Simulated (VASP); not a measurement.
BP: single point with HSE06

BP:

```xyz
2
Lattice="0.0000 2.2690 2.2690 2.2690 0.0000 2.2690 2.2690 2.2690 0.0000" Properties=species:S:1:pos:R:3 pbc="T T T"
P     3.4035    3.4035    3.4035
B     0.0000    0.0000    0.0000
```

```
Program                            : VASP 6.6.1
Task                               : single point
Functional                         : HSE06
Potentials or basis                : VASP PAW PBE potentials, release 64 (P, B)
Cutoff                             : 520 eV
k mesh                             : 8 × 8 × 8
Occupations                        : fermi-dirac, width 0.05 eV
Spin                               : no spin polarisation
Dipole correction                  : no
Grid for exact exchange (PRECFOCK) : Normal
Further INCAR settings             : ALGO = Normal; EDIFF = 1e-07; NBANDS = 11
Screening parameter                : 0.2079 1/Å
```

The pressure is -2.1 GPa and the band gap on the k mesh is 2.00 eV, indirect (least direct gap 4.33 eV).

Levels at points of the mesh, in eV from the valence-band top:
```tsv
k point	band 1	band 2	band 3	band 4	band 5	band 6	band 7	band 8
(0.00, 0.00, 0.00)	-17.10	0.00	0.00	0.00	4.33	4.33	4.33	8.68
(0.50, 0.00, 0.00)	-13.43	-10.00	-1.93	-1.93	4.73	5.72	5.72	11.36
(0.50, 0.50, 0.00)	-11.70	-9.58	-4.52	-4.52	2.06	2.40	13.83	13.83
```

It took 18 min on 1 thread of Intel(R) Xeon(R) Platinum 8488C (Sapphire Rapids), with other jobs on the host, peak memory 0.26 GiB.

Caveat: the PAW data sets were made with another functional, which shifts forces and pressure a little. A k mesh can miss the band edges.
